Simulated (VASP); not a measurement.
Set up this calculation in VASP 6.6.1, as the native input.

```
Task                   : single point
Functional             : PBE
Potentials or basis    : VASP PAW PBE potentials, release 64 (Hf_pv, H)
Cutoff                 : 520 eV
k mesh                 : 22 × 22 × 22
Occupations            : gaussian, width 0.1 eV
Spin                   : no spin polarisation
Dipole correction      : no
Further INCAR settings : ALGO = Normal; EDIFF = 1e-06; NBANDS = 12
```

The structure of HfH lies in POSCAR:

```
HfH
1.0
    0.0000000000      2.2715858889      2.2715858889
    2.2715858889      0.0000000000      2.2715858889
    2.2715858889      2.2715858889      0.0000000000
Hf H
1 1
Direct
    0.0000000000      0.0000000000      0.0000000000
    0.5000000000      0.5000000000      0.5000000000
```

The cell was generated, and may not be a known phase.

These files were run (other wordings do the same):

INCAR

```
SYSTEM = HfH
ALGO = Normal
EDIFF = 1E-6
ENCUT = 520
GGA = PE
ISIF = 2
ISMEAR = 0
LASPH = .TRUE.
LCHARG = .FALSE.
LREAL = .FALSE.
LWAVE = .FALSE.
NBANDS = 12
NELM = 100
PREC = Accurate
SIGMA = 0.1
```

KPOINTS

```
k-points
0
G
  22 22 22
  0 0 0
```

Potentials or basis: VASP PAW PBE potentials, release 64 (Hf_pv, H).

Launch:

```bash
$ cat potpaw_PBE.64/Hf_pv/POTCAR potpaw_PBE.64/H/POTCAR > POTCAR
$ mpirun -np 1 vasp_std > vasp.out
```

It gave:

```yaml
Pressure: -0.7 GPa
Band_gap_on_the_k_mesh: zero (an odd number of electrons rules out a gap without spin polarisation)
```

Caveat: spin-orbit coupling is left out, which moves the levels of the heavy elements; an odd number of electrons without spin polarisation forces a metal; a magnetic or distorted state may lie lower.

It took 68 s on 1 thread of Oxide Virtual Turin-like Processor, with other jobs on the host, peak memory 0.18 GiB.
